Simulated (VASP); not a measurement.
# TiO2 (P4_2/mnm) in VASP: single point with PBEsol

Aim: the single point of TiO2 with PBEsol.

Program: VASP 6.6.1. These are calculated values, not measurements. Logs are shortened: lines on timing, memory, paths and dates and some standing lists are left out, and cuts for length are marked.

## Step 1: The cell of the first run

It takes space group P4_2/mnm (No. 136, tetragonal). The conventional cell has a = 4.591 Å, b = 4.591 Å, c = 2.939 Å, α = 90.00°, β = 90.00°, γ = 90.00°. Within 2.6 Å of Ti (site symmetry mmm) lie 6 O at 1.94 to 1.98 Å. O (site symmetry m2m) has 3 Ti at 1.94 to 1.98 Å and 1 O at 2.54 Å within 2.6 Å.

## Step 2: Single point, PBEsol

Contents of INCAR:

```
PREC = Accurate
ENCUT = 520
EDIFF = 1E-6
ISMEAR = 0
SIGMA = 0.05
LREAL = F
LASPH = T
NELM = 60
ALGO = Normal
ISIF = 2
LWAVE = F
LCHARG = F
GGA = PS
NBANDS = 33
```

Contents of KPOINTS:

```
regular mesh
0
Gamma
  6 6 10
```

Contents of POSCAR:

```
TiO2
1.0
    4.5912531431      0.0000000000      0.0000000000
    0.0000000000      4.5912531431      0.0000000000
    0.0000000000      0.0000000000      2.9390321706
Ti O
2 4
Direct
    0.0000000000      0.0000000000      0.0000000000
    0.5000000000      0.5000000000      0.5000000000
    0.3044354779      0.3044354779      0.0000000000
    0.8044354779      0.1955645221      0.5000000000
    0.1955645221      0.8044354779      0.5000000000
    0.6955645221      0.6955645221      0.0000000000
```

Potentials or basis: VASP PAW PBE potentials, release 64 (Ti_sv, O).

The run is started by

```bash
cat potpaw_PBE.64/Ti_sv/POTCAR potpaw_PBE.64/O/POTCAR > POTCAR
mpirun -np 1 vasp_std > vasp.out
```

OUTCAR:

```text
PREC = Accurate
   ENCUT = 520
   EDIFF = 1E-6
   ISMEAR = 0
   LREAL = F
   LASPH = T
   NELM = 60
   ISIF = 2
   GGA = PS

 ion  position               nearest neighbor table
   1  0.000  0.000  0.000-   4 1.94   5 1.94   4 1.94   5 1.94   3 1.98   6 1.98
   2  0.500  0.500  0.500-   3 1.94   6 1.94   3 1.94   6 1.94   5 1.98   4 1.98
   3  0.304  0.304  0.000-   2 1.94   2 1.94   1 1.98
   4  0.804  0.196  0.500-   1 1.94   1 1.94   2 1.98
   5  0.196  0.804  0.500-   1 1.94   1 1.94   2 1.98
   6  0.696  0.696  0.000-   2 1.94   2 1.94   1 1.98

  LATTYP: Found a simple tetragonal cell.
 ALAT       =     4.5912531431
 C/A-ratio  =     0.6401372521

  Lattice vectors:

 A1 = (   4.5912531431,   0.0000000000,   0.0000000000)
 A2 = (   0.0000000000,   4.5912531431,   0.0000000000)
 A3 = (   0.0000000000,   0.0000000000,   2.9390321706)

Analysis of symmetry for initial positions (statically):
=====================================================================
 Subroutine PRICEL returns:
 Original cell was already a primitive cell.

 Routine SETGRP: Setting up the symmetry group for a
 simple tetragonal supercell.

 Subroutine GETGRP returns: Found 16 space group operations
 (whereof  8 operations were pure point group operations)
 out of a pool of 16 trial point group operations.

The static configuration has the point symmetry D_2h.
 The point group associated with its full space group is D_4h.

Analysis of symmetry for dynamics (positions and initial velocities):
=====================================================================
 Subroutine PRICEL returns:
 Original cell was already a primitive cell.

 Routine SETGRP: Setting up the symmetry group for a
 simple tetragonal supercell.

 Subroutine GETGRP returns: Found 16 space group operations
 (whereof  8 operations were pure point group operations)
 out of a pool of 16 trial point group operations.

The dynamic configuration has the point symmetry D_2h.
 The point group associated with its full space group is D_4h.

 Subroutine INISYM returns: Found 16 space group operations
 (whereof  8 operations are pure point group operations),
 and found     1 'primitive' translations

----------------------------------------------------------------------------------------

                                     Primitive cell

  volume of cell :      61.9536

  direct lattice vectors                    reciprocal lattice vectors
     4.591253143  0.000000000  0.000000000     0.217805459  0.000000000  0.000000000
     0.000000000  4.591253143  0.000000000     0.000000000  0.217805459  0.000000000
     0.000000000  0.000000000  2.939032171     0.000000000  0.000000000  0.340248062

  length of vectors
     4.591253143  4.591253143  2.939032171     0.217805459  0.217805459  0.340248062

  position of ions in fractional coordinates (direct lattice)
     0.000000000  0.000000000  0.000000000
     0.500000000  0.500000000  0.500000000
     0.304435478  0.304435478  0.000000000
     0.804435478  0.195564522  0.500000000
     0.195564522  0.804435478  0.500000000
     0.695564522  0.695564522  0.000000000

  ion indices of the primitive-cell ions
   primitive index   ion index
                 1           1
                 2           2
                 3           3
                 4           4
                 5           5
                 6           6

----------------------------------------------------------------------------------------

 KPOINTS: regular mesh

Automatic generation of k-mesh.
 Grid dimensions read from file:
 generate k-points for:    6    6   10

 Generating k-lattice:

  Cartesian coordinates                     Fractional coordinates (reciprocal lattice)
     0.036300910  0.000000000  0.000000000     0.166666667  0.000000000  0.000000000
     0.000000000  0.036300910  0.000000000     0.000000000  0.166666667  0.000000000
     0.000000000  0.000000000  0.034024806     0.000000000  0.000000000  0.100000000

  Length of vectors
     0.036300910  0.036300910  0.034024806

  Shift w.r.t. Gamma in fractional coordinates (k-lattice)
     0.000000000  0.000000000  0.000000000

 Subroutine IBZKPT returns following result:
 ===========================================

 Found     60 irreducible k-points:

 Following reciprocal coordinates:
            Coordinates               Weight
  0.000000  0.000000  0.000000      1.000000
  0.166667  0.000000  0.000000      4.000000
  0.333333  0.000000  0.000000      4.000000
  0.500000  0.000000  0.000000      2.000000
  0.166667  0.166667  0.000000      4.000000
  0.333333  0.166667  0.000000      8.000000
[... 16 lines left out ...]
  0.333333  0.000000  0.200000      8.000000
  0.500000  0.000000  0.200000      4.000000
 [... further k-points ...]
   k-points           NKPTS =     60   k-points in BZ     NKDIM =     60   number of bands    NBANDS=     33
   number of dos      NEDOS =    301   number of ions     NIONS =      6
   total plane-waves  NPLWV =  31104
   dimension x,y,z NGX =    36 NGY =   36 NGZ =   24
   dimension x,y,z NGXF=    72 NGYF=   72 NGZF=   48
   ions per type =               2   4
   NGX,Y,Z   is equivalent  to a cutoff of  13.04, 13.04, 13.58 a.u.
   NGXF,Y,Z  is equivalent  to a cutoff of  26.07, 26.07, 27.15 a.u.
 SYSTEM =  unknown system
   PREC   = accura    normal or accurate (medium, high low for compatibility)
   ISTART =      0    job   : 0-new  1-cont  2-samecut
   ICHARG =      2    charge: 1-file 2-atom 10-const
   ISPIN  =      1    spin polarized calculation?
   LNONCOLLINEAR =      F non collinear calculations
   LSORBIT =      F    spin-orbit coupling
   LASPH  =      T    aspherical Exc in radial PAW
   ENCUT  =  520.0 eV  38.22 Ry    6.18 a.u.   8.54  8.54  5.46*2*pi/ulx,y,z
   NELM   =     60;   NELMIN=  2; NELMDL= -5     # of ELM steps
   EDIFF  = 0.1E-05   stopping-criterion for ELM
   LREAL  =      F    real-space projection
   EDIFFG = 0.1E-04   stopping-criterion for IOM
   NSW    =      0    number of steps for IOM
   IBRION =     -1    ionic relax: 0-MD 1-quasi-New 2-CG
   NFREE  =      0    steps in history (QN), initial steepest desc. (CG)
   ISIF   =      2    stress and relaxation
   ISYM   =      2    0-nonsym 1-usesym 2-fastsym
   POTIM  = 0.5000    time-step for ionic-motion
   TEBEG  =    0.0;   TEEND  =   0.0 temperature during run
   PSTRESS=    0.0 pullay stress
   NELECT =      48.0000    total number of electrons
   NUPDOWN=      -1.0000    fix difference up-down
   EMIN   =  10.00;   EMAX   =-10.00  energy-range for DOS
   EFERMI =   0.00;   METHOD = LEGACY
   ISMEAR =     0;   SIGMA  =   0.05  broadening in eV -4-tet -1-fermi 0-gaus
   EFERMI_NEDOS =   21; number of points for ismear=-14 and -15
   IALGO  =     38    algorithm
   IMIX   =      4    mixing-type and parameters
     AMIX     =   0.40;   BMIX     =  1.00
     AMIX_MAG =   1.60;   BMIX_MAG =  1.00
  volume/ion in A,a.u.               =      10.33        69.68
  Fermi-wavevector in a.u.,A,eV,Ry     =   1.503602  2.841396 30.760320  2.260820
  Thomas-Fermi vector in A             =   2.614691
   LORBIT       =      0    0 simple, 1 ext, 2 COOP (PROOUT), +10 PAW based schemes
   GGA     = PS    functional components
   LHFCALC =     F    Hartree Fock is set to
   AEXX    =    0.0000 exact exchange contribution
   IVDW    =     0    specifies the selected vdW correction
   LEPSILON=     F    determine dielectric tensor
   LRPA    =     F    only Hartree local field effects (RPA)
 non-spin polarized calculation
 Gauss-broadening in eV      SIGMA  =   0.05
  energy-cutoff  :      520.00
  volume of cell :       61.95
 maximum number of plane-waves:      1696
 NGX is ok and might be reduce to    36
   NGX = 17   NGY = 17   NGZ = 11

 number of electron      48.0000020 magnetization

 Free energy of the ion-electron system (eV)
  ---------------------------------------------------
  ext. energy  EPLUGINS =         0.00000000
  ---------------------------------------------------
  free energy    TOTEN  =       -56.09834635 eV

  energy without entropy =      -56.09834635  energy(sigma->0) =      -56.09834635

 E-fermi :   5.0041     XC(G=0): -11.7426

 val. band max:        4.8010932338   @ k =   0.0000   0.0000   0.0000
 cond. band min:       6.6424127345   @ k =   0.0000   0.0000   0.0000
 fundamental gap:      1.8413195007
 Fermi energy:         5.0041074029

 k-point     1 :       0.0000    0.0000    0.0000
  band No.  band energies     occupation
      1     -51.8212      2.00000
      2     -51.8028      2.00000
      3     -28.2520      2.00000
      4     -28.2520      2.00000
      5     -28.0774      2.00000
      6     -28.0774      2.00000
[... 25 lines left out ...]
     32      11.5255      0.00000
     33      11.5730      0.00000

 k-point     2 :       0.1667    0.0000    0.0000
  band No.  band energies     occupation
      1     -51.8199      2.00000
      2     -51.8041      2.00000
      3     -28.2426      2.00000
      4     -28.2417      2.00000
      5     -28.0889      2.00000
      6     -28.0879      2.00000
[... 25 lines left out ...]
     32      11.4294      0.00000
     33      11.4497      0.00000

 k-point     3 :       0.3333    0.0000    0.0000
  band No.  band energies     occupation
      1     -51.8166      2.00000
      2     -51.8074      2.00000
      3     -28.2175      2.00000
      4     -28.2151      2.00000
      5     -28.1177      2.00000
      6     -28.1152      2.00000
[... 25 lines left out ...]
     32      11.2374      0.00000
     33      11.2769      0.00000

 k-point     4 :       0.5000    0.0000    0.0000
  band No.  band energies     occupation
      1     -51.8120      2.00000
      2     -51.8120      2.00000
      3     -28.1951      2.00000
      4     -28.1951      2.00000
      5     -28.1389      2.00000
      6     -28.1389      2.00000
[... 25 lines left out ...]
     32      10.9808      0.00000
     33      11.1589      0.00000

 k-point     5 :       0.1667    0.1667    0.0000
  band No.  band energies     occupation
      1     -51.8189      2.00000
      2     -51.8051      2.00000
      3     -28.2553      2.00000
      4     -28.2137      2.00000
      5     -28.1185      2.00000
      6     -28.0753      2.00000
[... 604 lines left out ...]
 k-point    22 :       0.1667    0.0000    0.2000
  band No.  band energies     occupation
      1     -51.8030      2.00000
      2     -51.7901      2.00000
      3     -28.2182      2.00000
      4     -28.2008      2.00000
      5     -28.1821      2.00000
      6     -28.1791      2.00000
[... 25 lines left out ...]
     32      10.8070      0.00000
     33      11.0210      0.00000

 k-point    23 :       0.3333    0.0000    0.2000
  band No.  band energies     occupation
      1     -51.8002      2.00000
      2     -51.7928      2.00000
      3     -28.2202      2.00000
      4     -28.1990      2.00000
      5     -28.1730      2.00000
      6     -28.1581      2.00000
[... 25 lines left out ...]
     32      10.4063      0.00000
     33      11.0184      0.00000

 k-point    24 :       0.5000    0.0000    0.2000
  band No.  band energies     occupation
      1     -51.7965      2.00000
      2     -51.7965      2.00000
      3     -28.2118      2.00000
      4     -28.2118      2.00000
      5     -28.1522      2.00000
      6     -28.1522      2.00000
[... 25 lines left out ...]
     32      10.2204      0.00000
     33      11.4104      0.00000

 [... further k-points ...]
[... 5 lines left out ...]
  --------------------------------------------------------------------------------------
  -------------------------------------------------------------------------------------
  Total        0.2080851      0.2080851      0.3232419      0.0000000      0.0000000      0.0000000
  in kB        5.3812703      5.3812703      8.3593295      0.0000000      0.0000000      0.0000000
  external PRESSURE =       6.3739567 kB  Pullay stress =       0.0000000 kB

 VOLUME and BASIS-vectors are now :
 -----------------------------------------------------------------------------
  energy-cutoff  :      520.00
  volume of cell :       61.95
      direct lattice vectors                 reciprocal lattice vectors
     4.591253143  0.000000000  0.000000000     0.217805459  0.000000000  0.000000000
     0.000000000  4.591253143  0.000000000     0.000000000  0.217805459  0.000000000
     0.000000000  0.000000000  2.939032171     0.000000000  0.000000000  0.340248062

 POSITION                                       TOTAL-FORCE (eV/Angst)
 -----------------------------------------------------------------------------------
      0.00000      0.00000      0.00000         0.000000      0.000000      0.000000
      2.29563      2.29563      1.46952         0.000000      0.000000      0.000000
      1.39774      1.39774      0.00000        -0.017215     -0.017215      0.000000
      3.69337      0.89789      1.46952        -0.017215      0.017215      0.000000
      0.89789      3.69337      1.46952         0.017215     -0.017215      0.000000
      3.19351      3.19351      0.00000         0.017215      0.017215      0.000000
 -----------------------------------------------------------------------------------
    total drift:                                0.000000      0.000000     -0.000000

  FREE ENERGIE OF THE ION-ELECTRON SYSTEM (eV)
  ---------------------------------------------------
  free  energy   TOTEN  =       -56.0983463462 eV

  energy  without entropy=      -56.0983463462  energy(sigma->0) =      -56.09834635
```

Wall time 57 s (1 thread of Intel Xeon Platinum 8488C (Sapphire Rapids), shared host); peak memory 0.23 GiB.

What came out:

```
Free energy            : -56.0983 eV
Pressure               : 0.6 GPa
Largest force          : 0.024 eV/Å
Band gap on the k mesh : 1.84 eV, direct
```

Forces in eV/Å, atoms in the order of the input:
```
Ti   0.000  0.000  0.000
Ti   0.000  0.000  0.000
O   -0.017 -0.017  0.000
O   -0.017  0.017  0.000
O    0.017 -0.017  0.000
O    0.017  0.017  0.000
```

Caveat: the PAW data sets were made with another functional, which shifts forces and pressure a little. A hybrid or GW would open this gap; PBEsol tends to underestimate it.
